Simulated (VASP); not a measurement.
# EuCo (Fd-3m) in VASP: single point with PBE+U

Aim: the single point of EuCo with PBE+U.

Everything below comes from runs of VASP 6.6.1. Logs are shortened: lines on timing, memory, paths and dates and some standing lists are left out, and cuts for length are marked.

## Step 1: The cell of the first run

The structure is cubic, space group Fd-3m (No. 227). Conventional cell: a = 7.444 Å, b = 7.444 Å, c = 7.444 Å, α = 90.00°, β = 90.00°, γ = 90.00°. Within 4.2 Å of Eu (site symmetry -43m) lie 10 Co at 3.22 to 3.72 Å and 4 Eu at 3.22 Å. Co (site symmetry -43m) has 10 Eu at 3.22 to 3.72 Å and 4 Co at 3.22 Å within 4.2 Å.

## Step 2: Single point, PBE+U, collinear spin, ferrimagnetic start

The input, INCAR:

```
PREC = Accurate ; ENCUT = 520
EDIFF = 1E-6 ; ISMEAR = -1
SIGMA = 0.1 ; LREAL = F
LASPH = T ; NELM = 150
ALGO = Normal ; ISIF = 2
LWAVE = F ; LCHARG = F
ISPIN = 2 ; MAGMOM = 7 7 -1.8 -1.8
LORBIT = 11 ; LMAXMIX = 6
LDAU = T ; LDAUTYPE = 2
LDAUL = 3 -1 ; LDAUU = 4 0
LDAUJ = 0 0 ; LDAUPRINT = 1
GGA = PE ; NBANDS = 38
```

The input, KPOINTS:

```
regular mesh
0
Gamma
  4 4 4
```

The input, POSCAR:

```
EuCo
1.0
    0.0000000000      3.7222486500      3.7222486500
    3.7222486500      0.0000000000      3.7222486500
    3.7222486500      3.7222486500      0.0000000000
Eu Co
2 2
Direct
    0.0000000000      0.0000000000      0.0000000000
    0.2500000000      0.2500000000      0.2500000000
    0.5000000000      0.5000000000      0.5000000000
    0.7500000000      0.7500000000      0.7500000000
```

Potentials or basis: VASP PAW PBE potentials, release 64 (Eu, Co).

Command:

```
$ cat potpaw_PBE.64/Eu/POTCAR potpaw_PBE.64/Co/POTCAR > POTCAR
$ mpirun -np 1 vasp_std > vasp.out
```

OUTCAR:

```text
PREC = Accurate
   ENCUT = 520
   EDIFF = 1E-6
   ISMEAR = -1
   LREAL = F
   LASPH = T
   NELM = 150
   ISIF = 2
   ISPIN = 2
   LORBIT = 11
   GGA = PE

 ion  position               nearest neighbor table
   1  0.000  0.000  0.000-   4 3.22   4 3.22   4 3.22   2 3.22   2 3.22   2 3.22   4 3.22   2 3.22

   2  0.250  0.250  0.250-   1 3.22   1 3.22   1 3.22   3 3.22   3 3.22   3 3.22   3 3.22   1 3.22

   3  0.500  0.500  0.500-   2 3.22   2 3.22   2 3.22   2 3.22
   4  0.750  0.750  0.750-   1 3.22   1 3.22   1 3.22   1 3.22

  LATTYP: Found a face centered cubic cell.
 ALAT       =     7.4444973000

  Lattice vectors:

 A1 = (   0.0000000000,   3.7222486500,   3.7222486500)
 A2 = (   3.7222486500,   0.0000000000,   3.7222486500)
 A3 = (   3.7222486500,   3.7222486500,   0.0000000000)

Analysis of symmetry for initial positions (statically):
=====================================================================
 Subroutine PRICEL returns:
 Original cell was already a primitive cell.

 Routine SETGRP: Setting up the symmetry group for a
 face centered cubic supercell.

 Subroutine GETGRP returns: Found 48 space group operations
 (whereof 24 operations were pure point group operations)
 out of a pool of 48 trial point group operations.

The static configuration has the point symmetry T_d .
 The point group associated with its full space group is O_h .

Analysis of symmetry for dynamics (positions and initial velocities):
=====================================================================
 Subroutine PRICEL returns:
 Original cell was already a primitive cell.

 Routine SETGRP: Setting up the symmetry group for a
 face centered cubic supercell.

 Subroutine GETGRP returns: Found 48 space group operations
 (whereof 24 operations were pure point group operations)
 out of a pool of 48 trial point group operations.

The dynamic configuration has the point symmetry T_d .
 The point group associated with its full space group is O_h .

Analysis of structural, dynamic, and magnetic symmetry:
=====================================================================
 Subroutine PRICEL returns:
 Original cell was already a primitive cell.

 Routine SETGRP: Setting up the symmetry group for a
 face centered cubic supercell.

 Subroutine GETGRP returns: Found 48 space group operations
 (whereof 24 operations were pure point group operations)
 out of a pool of 48 trial point group operations.

The overall configuration has the point symmetry T_d .
 The point group associated with its full space group is O_h .

 Subroutine INISYM returns: Found 48 space group operations
 (whereof 24 operations are pure point group operations),
 and found     1 'primitive' translations

----------------------------------------------------------------------------------------

                                     Primitive cell

  volume of cell :     103.1445

  direct lattice vectors                    reciprocal lattice vectors
     0.000000000  3.722248650  3.722248650    -0.134327404  0.134327404  0.134327404
     3.722248650  0.000000000  3.722248650     0.134327404 -0.134327404  0.134327404
     3.722248650  3.722248650  0.000000000     0.134327404  0.134327404 -0.134327404

  length of vectors
     5.264054523  5.264054523  5.264054523     0.232661889  0.232661889  0.232661889

  position of ions in fractional coordinates (direct lattice)
     0.000000000  0.000000000  0.000000000
     0.250000000  0.250000000  0.250000000
     0.500000000  0.500000000  0.500000000
     0.750000000  0.750000000  0.750000000

  ion indices of the primitive-cell ions
   primitive index   ion index
                 1           1
                 2           2
                 3           3
[... 135 lines left out ...]
  o =  0.9613  v =  0.0002  0.0000 -0.0003  0.0000  0.7906  0.0034  0.6124  0.0000  0.0000  0.0000  0.0000  0.0000  0.0000  0.0000      0.0000  0.0000  0.0000  0.0000  0.0000  0.0000  0.0000  0.0000  0.0000  0.0000  0.0000  0.0000  0.0000  0.0000
  o =  0.9654  v = -0.0000 -0.0000 -0.0000 -0.0071  0.6124 -0.0000 -0.7905  0.0000  0.0000  0.0000  0.0000  0.0000  0.0000  0.0000      0.0000  0.0000  0.0000  0.0000  0.0000  0.0000  0.0000  0.0000  0.0000  0.0000  0.0000  0.0000  0.0000  0.0000
  o =  0.9654  v =  0.7906 -0.0000  0.6124  0.0000  0.0000  0.0000 -0.0000  0.0000  0.0000  0.0000  0.0000  0.0000  0.0000  0.0000      0.0000  0.0000  0.0000  0.0000  0.0000  0.0000  0.0000  0.0000  0.0000  0.0000  0.0000  0.0000  0.0000  0.0000
  o =  0.9654  v =  0.0000 -0.0000 -0.0000 -1.0000 -0.0044 -0.0000  0.0056  0.0000  0.0000  0.0000  0.0000  0.0000  0.0000  0.0000      0.0000  0.0000  0.0000  0.0000  0.0000  0.0000  0.0000  0.0000  0.0000  0.0000  0.0000  0.0000  0.0000  0.0000

atom =   2  type =  1  l = 3

 onsite density matrix

spin component  1

  0.9638 -0.0000  0.0020  0.0000  0.0000 -0.0000 -0.0000
 -0.0000  0.9600  0.0000  0.0000  0.0000  0.0000  0.0000
  0.0020  0.0000  0.9628 -0.0000 -0.0000  0.0000 -0.0000
  0.0000  0.0000 -0.0000  0.9654  0.0000 -0.0000 -0.0000
  0.0000  0.0000 -0.0000  0.0000  0.9628 -0.0000 -0.0020
 -0.0000  0.0000  0.0000 -0.0000 -0.0000  0.9613 -0.0000
 -0.0000  0.0000 -0.0000 -0.0000 -0.0020 -0.0000  0.9638

spin component  2

  0.0006 -0.0000  0.0001 -0.0000 -0.0000  0.0000  0.0000
 -0.0000  0.0009 -0.0000 -0.0000  0.0000 -0.0000 -0.0000
  0.0001 -0.0000  0.0005  0.0000  0.0000 -0.0000  0.0000
 -0.0000 -0.0000  0.0000  0.0007 -0.0000  0.0000  0.0000
 -0.0000  0.0000  0.0000 -0.0000  0.0005 -0.0000 -0.0001
  0.0000 -0.0000 -0.0000  0.0000 -0.0000  0.0004  0.0000
  0.0000 -0.0000  0.0000  0.0000 -0.0001  0.0000  0.0006

 occupancies and eigenvectors

  o =  0.0004  v =  0.0000  0.0000  0.0000  0.0000  0.0000  0.0000  0.0000  0.0000 -0.0000 -0.0000  0.0000  0.0000 -1.0000  0.0000      0.0000  0.0000  0.0000  0.0000  0.0000  0.0000  0.0000  0.0000  0.0000  0.0000  0.0000  0.0000  0.0000  0.0000
  o =  0.0004  v =  0.0000  0.0000  0.0000  0.0000  0.0000  0.0000  0.0000 -0.0020  0.0000  0.0026 -0.0000 -0.7906 -0.0000 -0.6124      0.0000  0.0000  0.0000  0.0000  0.0000  0.0000  0.0000  0.0000  0.0000  0.0000  0.0000  0.0000  0.0000  0.0000
  o =  0.0004  v =  0.0000  0.0000  0.0000  0.0000  0.0000  0.0000  0.0000 -0.6124  0.0000  0.7906 -0.0000  0.0026 -0.0000  0.0020      0.0000  0.0000  0.0000  0.0000  0.0000  0.0000  0.0000  0.0000  0.0000  0.0000  0.0000  0.0000  0.0000  0.0000
  o =  0.0007  v =  0.0000  0.0000  0.0000  0.0000  0.0000  0.0000  0.0000 -0.0000  0.0000 -0.0000  1.0000  0.0000  0.0000 -0.0000      0.0000  0.0000  0.0000  0.0000  0.0000  0.0000  0.0000  0.0000  0.0000  0.0000  0.0000  0.0000  0.0000  0.0000
  o =  0.0007  v =  0.0000  0.0000  0.0000  0.0000  0.0000  0.0000  0.0000  0.0003  0.0000  0.0002 -0.0000  0.6124 -0.0000 -0.7906      0.0000  0.0000  0.0000  0.0000  0.0000  0.0000  0.0000  0.0000  0.0000  0.0000  0.0000  0.0000  0.0000  0.0000
  o =  0.0007  v =  0.0000  0.0000  0.0000  0.0000  0.0000  0.0000  0.0000  0.7906  0.0000  0.6124  0.0000 -0.0002 -0.0000  0.0003      0.0000  0.0000  0.0000  0.0000  0.0000  0.0000  0.0000  0.0000  0.0000  0.0000  0.0000  0.0000  0.0000  0.0000
  o =  0.0009  v =  0.0000  0.0000  0.0000  0.0000  0.0000  0.0000  0.0000 -0.0000  1.0000 -0.0000  0.0000  0.0000 -0.0000  0.0000      0.0000  0.0000  0.0000  0.0000  0.0000  0.0000  0.0000  0.0000  0.0000  0.0000  0.0000  0.0000  0.0000  0.0000
  o =  0.9600  v = -0.0000 -1.0000  0.0000  0.0000 -0.0000  0.0000  0.0000  0.0000  0.0000  0.0000  0.0000  0.0000  0.0000  0.0000      0.0000  0.0000  0.0000  0.0000  0.0000  0.0000  0.0000  0.0000  0.0000  0.0000  0.0000  0.0000  0.0000  0.0000
  o =  0.9613  v =  0.6124 -0.0000 -0.7906 -0.0000 -0.0001  0.0002 -0.0001  0.0000  0.0000  0.0000  0.0000  0.0000  0.0000  0.0000      0.0000  0.0000  0.0000  0.0000  0.0000  0.0000  0.0000  0.0000  0.0000  0.0000  0.0000  0.0000  0.0000  0.0000
  o =  0.9613  v =  0.0001  0.0000 -0.0001 -0.0000  0.7905  0.0073  0.6124  0.0000  0.0000  0.0000  0.0000  0.0000  0.0000  0.0000      0.0000  0.0000  0.0000  0.0000  0.0000  0.0000  0.0000  0.0000  0.0000  0.0000  0.0000  0.0000  0.0000  0.0000
  o =  0.9613  v = -0.0001  0.0000  0.0002  0.0000 -0.0057  1.0000 -0.0044  0.0000  0.0000  0.0000  0.0000  0.0000  0.0000  0.0000      0.0000  0.0000  0.0000  0.0000  0.0000  0.0000  0.0000  0.0000  0.0000  0.0000  0.0000  0.0000  0.0000  0.0000
  o =  0.9654  v =  0.0000  0.0000 -0.0000  0.9997  0.0142 -0.0000 -0.0183  0.0000  0.0000  0.0000  0.0000  0.0000  0.0000  0.0000      0.0000  0.0000  0.0000  0.0000  0.0000  0.0000  0.0000  0.0000  0.0000  0.0000  0.0000  0.0000  0.0000  0.0000
  o =  0.9654  v =  0.7906  0.0000  0.6124  0.0000  0.0000  0.0000 -0.0000  0.0000  0.0000  0.0000  0.0000  0.0000  0.0000  0.0000      0.0000  0.0000  0.0000  0.0000  0.0000  0.0000  0.0000  0.0000  0.0000  0.0000  0.0000  0.0000  0.0000  0.0000
  o =  0.9654  v = -0.0000 -0.0000 -0.0000 -0.0231  0.6122 -0.0000 -0.7904  0.0000  0.0000  0.0000  0.0000  0.0000  0.0000  0.0000      0.0000  0.0000  0.0000  0.0000  0.0000  0.0000  0.0000  0.0000  0.0000  0.0000  0.0000  0.0000  0.0000  0.0000

 number of electron      52.0000014 magnetization      11.8408625

 Free energy of the ion-electron system (eV)
  ---------------------------------------------------
  ext. energy  EPLUGINS =         0.00000000
  ---------------------------------------------------
  free energy    TOTEN  =       -33.24235990 eV

  energy without entropy =      -32.98836795  energy(sigma->0) =      -33.11536393

 E-fermi :   3.4319     XC(G=0): -10.0219

 val. band max:        3.4295508283   @ k =  -0.2500   0.2500   0.0000
 cond. band min:       3.4424271849   @ k =  -0.2500   0.5000   0.2500
 fundamental gap:      0.0128763566
 Fermi energy:         3.4318635026

 spin component 1

 k-point     1 :       0.0000    0.0000    0.0000
  band No.  band energies     occupation
      1     -37.4238      1.00000
      2     -37.1950      1.00000
      3     -16.5712      1.00000
      4     -16.5712      1.00000
      5     -16.5712      1.00000
      6     -15.9465      1.00000
[... 317 lines left out ...]
     37       5.3214      0.00000
     38       5.3214      0.00000
 Fermi energy:         3.4318635026

 spin component 2

 k-point     1 :       0.0000    0.0000    0.0000
  band No.  band energies     occupation
      1     -34.2241      1.00000
      2     -33.9534      1.00000
      3     -14.2140      1.00000
      4     -14.2140      1.00000
      5     -14.2140      1.00000
      6     -13.5172      1.00000
[... 317 lines left out ...]
     37      10.8106      0.00000
     38      10.8114      0.00000

------------------------ aborting loop because EDIFF is reached ----------------------------------------

  FORCE on cell =-STRESS in cart. coord.  units (eV):
  Direction    XX          YY          ZZ          XY          YZ          ZX
  --------------------------------------------------------------------------------------
  -------------------------------------------------------------------------------------
  Total       -4.2148856     -4.2148856     -4.2148856      0.0000000      0.0000000     -0.0000000
  in kB      -65.4711894    -65.4711894    -65.4711894      0.0000000      0.0000000     -0.0000000
  external PRESSURE =     -65.4711894 kB  Pullay stress =       0.0000000 kB

 VOLUME and BASIS-vectors are now :
 -----------------------------------------------------------------------------
  energy-cutoff  :      520.00
  volume of cell :      103.14
      direct lattice vectors                 reciprocal lattice vectors
     0.000000000  3.722248650  3.722248650    -0.134327404  0.134327404  0.134327404
     3.722248650  0.000000000  3.722248650     0.134327404 -0.134327404  0.134327404
     3.722248650  3.722248650  0.000000000     0.134327404  0.134327404 -0.134327404

 POSITION                                       TOTAL-FORCE (eV/Angst)
 -----------------------------------------------------------------------------------
      0.00000      0.00000      0.00000        -0.000000      0.000000     -0.000000
      1.86112      1.86112      1.86112         0.000000     -0.000000     -0.000000
      3.72225      3.72225      3.72225         0.000000      0.000000      0.000000
      5.58337      5.58337      5.58337        -0.000000     -0.000000     -0.000000
 -----------------------------------------------------------------------------------
    total drift:                               -0.000000      0.000000      0.000000

  FREE ENERGIE OF THE ION-ELECTRON SYSTEM (eV)
  ---------------------------------------------------
  free  energy   TOTEN  =       -33.2423598974 eV

  energy  without entropy=      -32.9883679539  energy(sigma->0) =      -33.11536393

 total charge

# of ion       s       p       d       f       tot
--------------------------------------------------
    1        2.063   5.728   0.384   6.737  14.912
    2        2.063   5.728   0.384   6.737  14.912
    3        0.409   0.159   7.188   0.000   7.755
    4        0.409   0.159   7.188   0.000   7.755
--------------------------------------------------
tot          4.944  11.775  15.143  13.473  45.335

 magnetization (x)

# of ion       s       p       d       f       tot
--------------------------------------------------
    1        0.014  -0.094   0.217   6.728   6.865
    2        0.014  -0.094   0.217   6.728   6.865
    3       -0.037   0.048  -1.805   0.000  -1.793
    4       -0.037   0.048  -1.805   0.000  -1.793
--------------------------------------------------
tot         -0.045  -0.093  -3.176  13.457  10.143
```

It took 4.7 min on 1 thread of AMD EPYC 7R13 (Zen 3), shared host; peak memory 0.28 GiB.

Results:

```yaml
Free_energy: -33.2424 eV
Pressure: -6.5 GPa
Net_moment: 11.84 μB per cell
Site_moments: Eu +6.87; Co -1.79 μB
Valence_electrons_inside_the_program's_atomic_spheres: Eu 14.91; Co 7.75
```

Levels at points of the mesh, in eV from the Fermi level:
Spin up:
```
           k point  band 28  band 29  band 30  band 31  band 32  band 33  band 34  band 35  band 36  band 37
(0.00, 0.00, 0.00)    -0.68    -0.64    -0.64    -0.64     0.43     0.43     0.79     0.79     0.79     2.06
(0.50, 0.00, 0.00)    -0.50    -0.50    -0.49    -0.49    -0.29    -0.16    -0.16     0.65     0.65     1.60
(0.50, 0.50, 0.00)    -0.72    -0.07    -0.07    -0.06    -0.06     0.25     0.25     0.87     0.87     1.51
```
Spin down:
```
           k point  band 16  band 17  band 18  band 19  band 20  band 21  band 22  band 23  band 24  band 25
(0.00, 0.00, 0.00)    -1.82    -1.70    -1.70    -1.70     1.51     1.51     1.51     2.29     2.29     2.96
(0.50, 0.00, 0.00)    -1.91    -1.88    -1.58    -1.58    -1.39     0.50     0.50     2.45     2.45     2.80
(0.50, 0.50, 0.00)    -1.97    -1.50    -1.50    -1.29    -1.29     1.36     1.36     1.71     1.71     3.46
```

Eigenvalues of the final occupation matrices:
```tsv
site	spin	trace	eigenvalues
site 1 f	1	6.74	0.96 0.96 0.96 0.96 0.97 0.97 0.97
site 1 f	2	0.00	0.00 0.00 0.00 0.00 0.00 0.00 0.00
site 2 f	1	6.74	0.96 0.96 0.96 0.96 0.97 0.97 0.97
site 2 f	2	0.00	0.00 0.00 0.00 0.00 0.00 0.00 0.00
```

Caveat: the k points lie up to 0.37 Å⁻¹ apart; spin-orbit coupling is left out, which moves the levels of the heavy elements. The state reached can hang on the start; a lower one may exist.
